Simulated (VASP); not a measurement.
# CaO (Fm-3m) in VASP: further runs, part 2 of 2

VASP 6.6.1. The steps go on from the part before.

## (3) Single point, PBE-based screened hybrid with 100 % exact exchange

Input file POSCAR:

```
CaO
1.0
    0.0000000000      2.3975501188      2.3975501188
    2.3975501188      0.0000000000      2.3975501188
    2.3975501188      2.3975501188      0.0000000000
Ca O
1 1
Direct
    0.0000000000      0.0000000000      0.0000000000
    0.5000000000      0.5000000000      0.5000000000
```

Input file INCAR.step1:

```
PREC = Accurate
ENCUT = 520
EDIFF = 1E-5
ISMEAR = 0
SIGMA = 0.01
LREAL = F
LASPH = T
NELM = 120
ALGO = Normal
ISIF = 2
LWAVE = T
LCHARG = F
GGA = PE
NBANDS = 15
GGA_COMPAT = F
```

Input file INCAR.step2:

```
PREC = Accurate
ENCUT = 520
EDIFF = 1E-6
ISMEAR = 0
SIGMA = 0.01
LREAL = F
LASPH = T
NELM = 120
ALGO = Normal
ISIF = 2
LWAVE = F
LCHARG = F
GGA = PE
LHFCALC = T
AEXX = 1.0
HFSCREEN = 0.2078
PRECFOCK = Normal
ISTART = 1
NBANDS = 15
ALDAC = 1.0
AGGAC = 1.0
GGA_COMPAT = F
```

Input file KPOINTS:

```
regular mesh
0
Gamma
  4 4 4
```

Potentials or basis: VASP PAW PBE potentials, release 64 (Ca_sv, O).

On the command line:

```bash
$ cat potpaw_PBE.64/Ca_sv/POTCAR potpaw_PBE.64/O/POTCAR > POTCAR
$ cp INCAR.step1 INCAR
$ mpirun -np 1 vasp_std > vasp.out
$ cp INCAR.step2 INCAR
$ mpirun -np 1 vasp_std > vasp.out
```

OUTCAR:

```text
PREC = Accurate
   ENCUT = 520
   EDIFF = 1E-6
   ISMEAR = 0
   LREAL = F
   LASPH = T
   NELM = 120
   ISIF = 2
   GGA = PE
   LHFCALC = T
   AEXX = 1.0
   HFSCREEN = 0.2078
   PRECFOCK = Normal
   ISTART = 1

 ion  position               nearest neighbor table
   1  0.000  0.000  0.000-   2 2.40   2 2.40   2 2.40   2 2.40   2 2.40   2 2.40
   2  0.500  0.500  0.500-   1 2.40   1 2.40   1 2.40   1 2.40   1 2.40   1 2.40

  LATTYP: Found a face centered cubic cell.
 ALAT       =     4.7951002376

  Lattice vectors:

 A1 = (   0.0000000000,   2.3975501188,   2.3975501188)
 A2 = (   2.3975501188,   0.0000000000,   2.3975501188)
 A3 = (   2.3975501188,   2.3975501188,   0.0000000000)

Analysis of symmetry for initial positions (statically):
=====================================================================
 Subroutine PRICEL returns:
 Original cell was already a primitive cell.

 Routine SETGRP: Setting up the symmetry group for a
 face centered cubic supercell.

 Subroutine GETGRP returns: Found 48 space group operations
 (whereof 48 operations were pure point group operations)
 out of a pool of 48 trial point group operations.

The static configuration has the point symmetry O_h .

Analysis of symmetry for dynamics (positions and initial velocities):
=====================================================================
 Subroutine PRICEL returns:
 Original cell was already a primitive cell.

 Routine SETGRP: Setting up the symmetry group for a
 face centered cubic supercell.

 Subroutine GETGRP returns: Found 48 space group operations
 (whereof 48 operations were pure point group operations)
 out of a pool of 48 trial point group operations.

The dynamic configuration has the point symmetry O_h .

 Subroutine INISYM returns: Found 48 space group operations
 (whereof 48 operations are pure point group operations),
 and found     1 'primitive' translations

[... 113 lines left out ...]
   IVDW    =     0    specifies the selected vdW correction
   LEPSILON=     F    determine dielectric tensor
   LRPA    =     F    only Hartree local field effects (RPA)
 non-spin polarized calculation
 Gauss-broadening in eV      SIGMA  =   0.01
  energy-cutoff  :      520.00
  volume of cell :       27.56
 maximum number of plane-waves:       754
 NGX is ok and might be reduce to    28
  NGX = 20; NGY = 20; NGZ = 20

 number of electron      15.9999997 magnetization

 Free energy of the ion-electron system (eV)
  ---------------------------------------------------
  ext. energy  EPLUGINS =         0.00000000
  ---------------------------------------------------
  free energy    TOTEN  =       -21.75317992 eV

  energy without entropy =      -21.75317992  energy(sigma->0) =      -21.75317992

 E-fermi :  -2.2352     XC(G=0):  -3.0938

 val. band max:       -2.3610058567   @ k =   0.0000   0.0000   0.0000
 cond. band min:       8.4149722878   @ k =   0.5000   0.5000   0.0000
 fundamental gap:     10.7759781445
 Fermi energy:        -2.2351900917

 k-point     1 :       0.0000    0.0000    0.0000
  band No.  band energies     occupation
      1     -49.4588      2.00000
      2     -24.3389      2.00000
      3     -24.3389      2.00000
      4     -24.3389      2.00000
      5     -23.7079      2.00000
      6      -2.3610      2.00000
      7      -2.3610      2.00000
      8      -2.3610      2.00000
      9       9.0418      0.00000
     10      12.1744      0.00000
     11      12.1744      0.00000
     12      12.1744      0.00000
     13      14.3249      0.00000
     14      14.3249      0.00000
[... 113 lines left out ...]
      2     -25.3694      2.00000
      3     -24.8462      2.00000
      4     -24.8462      2.00000
      5     -22.3640      2.00000
      6      -3.9213      2.00000
      7      -3.6315      2.00000
      8      -3.6315      2.00000
      9      11.8210      0.00000
     10      11.8210      0.00000
     11      15.3429      0.00000
     12      17.3754      0.00000
     13      17.6238      0.00000
     14      19.8724      0.00000
     15      21.1421      0.00000

------------------------ aborting loop because EDIFF is reached ----------------------------------------

  FORCE on cell =-STRESS in cart. coord.  units (eV):
  Direction    XX          YY          ZZ          XY          YZ          ZX
  --------------------------------------------------------------------------------------
  -------------------------------------------------------------------------------------
  Total       -0.9709394     -0.9709394     -0.9709394     -0.0000000      0.0000000     -0.0000000
  in kB      -56.4377427    -56.4377427    -56.4377427     -0.0000000      0.0000000     -0.0000000
  external PRESSURE =     -56.4377427 kB  Pullay stress =       0.0000000 kB

 VOLUME and BASIS-vectors are now :
 -----------------------------------------------------------------------------
  energy-cutoff  :      520.00
  volume of cell :       27.56
      direct lattice vectors                 reciprocal lattice vectors
     0.000000000  2.397550119  2.397550119    -0.208546214  0.208546214  0.208546214
     2.397550119  0.000000000  2.397550119     0.208546214 -0.208546214  0.208546214
     2.397550119  2.397550119  0.000000000     0.208546214  0.208546214 -0.208546214

 POSITION                                       TOTAL-FORCE (eV/Angst)
 -----------------------------------------------------------------------------------
      0.00000      0.00000      0.00000         0.000000      0.000000      0.000000
      2.39755      2.39755      2.39755        -0.000000     -0.000000     -0.000000
 -----------------------------------------------------------------------------------
    total drift:                                0.000001      0.000002      0.000002

  FREE ENERGIE OF THE ION-ELECTRON SYSTEM (eV)
  ---------------------------------------------------
  free  energy   TOTEN  =       -21.7531799235 eV

  energy  without entropy=      -21.7531799235  energy(sigma->0) =      -21.75317992
```

Wall time 4.6 min (1 thread of Intel Xeon Platinum 8259CL at 2.50GHz (Skylake/Cascade Lake), shared host); peak memory 0.25 GiB.

What came out:

* Free energy: -21.7532 eV
* Pressure: -5.6 GPa
* Band gap on the k mesh: 10.78 eV (least direct gap 11.29 eV)

Levels at points of the mesh, in eV from the valence-band top:
| k point | band 5 | band 6 | band 7 | band 8 | band 9 | band 10 | band 11 | band 12 |
| --- | --- | --- | --- | --- | --- | --- | --- | --- |
| (0.00, 0.00, 0.00) | -21.35 | 0.00 | 0.00 | 0.00 | 11.40 | 14.54 | 14.54 | 14.54 |
| (0.50, 0.00, 0.00) | -19.02 | -3.14 | -1.35 | -1.35 | 15.32 | 15.34 | 17.81 | 17.81 |
| (0.50, 0.50, 0.00) | -21.03 | -1.68 | -0.51 | -0.51 | 10.78 | 16.94 | 18.54 | 19.18 |

Caveat: the k points lie up to 0.57 Å⁻¹ apart; the PAW data sets were made with another functional, which shifts forces and pressure a little. A k mesh can miss the band edges.
